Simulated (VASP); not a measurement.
Wanted: the native input for a VASP 6.6.1 run.

```
Task                   : single point
Functional             : PBE
Potentials or basis    : VASP PAW PBE potentials, release 64 (Br)
Cutoff                 : 520 eV
k mesh                 : 13 × 13 × 13
Occupations            : fermi-dirac, width 0.1 eV
Spin                   : no spin polarisation
Dipole correction      : no
Further INCAR settings : ALGO = Normal; EDIFF = 1e-06; NBANDS = 14
```

The structure of Br lies in POSCAR:

```
Br
1.0
   -2.8505974029      2.8505974029      1.9501893662
    2.8505974029     -2.8505974029      1.9501893662
    2.8505974029      2.8505974029     -1.9501893662
Br
2
Direct
   -0.3750000000     -0.1250000000     -0.2500000000
    0.3750000000      0.1250000000      0.2500000000
```

One way to write it, as run:

INCAR

```
SYSTEM = Br
ALGO     = Normal         ! electronic algorithm
EDIFF    = 1E-6           ! SCF threshold, eV
ENCUT    = 520            ! plane-wave cutoff, eV
GGA      = PE             ! functional
ISIF     = 2              ! what is computed and relaxed
ISMEAR   = -1             ! smearing method
LASPH    = .True.         ! aspherical terms in the spheres
LCHARG   = .False.        ! write CHGCAR
LREAL    = .False.        ! projectors in reciprocal space
LWAVE    = .False.        ! write WAVECAR
NBANDS   = 14             ! bands
NELM     = 80             ! most SCF steps
PREC     = Accurate       ! precision mode
SIGMA    = 0.1            ! smearing width, eV
```

KPOINTS

```
k-points
0
Gamma
  13 13 13
  0 0 0
```

Potentials or basis: VASP PAW PBE potentials, release 64 (Br).

Command:

```bash
$ cat potpaw_PBE.64/Br/POTCAR > POTCAR
$ mpirun -np 1 vasp_std > vasp.out
```

It gave:

```yaml
Pressure: 0.0 GPa
Band_gap_on_the_k_mesh: zero (bands 7 and 8 overlap by 1.40 eV)
```

Run time: 70 s on 1 thread of Intel(R) Xeon(R) Platinum 8488C (Sapphire Rapids), on a shared host, peak memory 0.29 GiB.
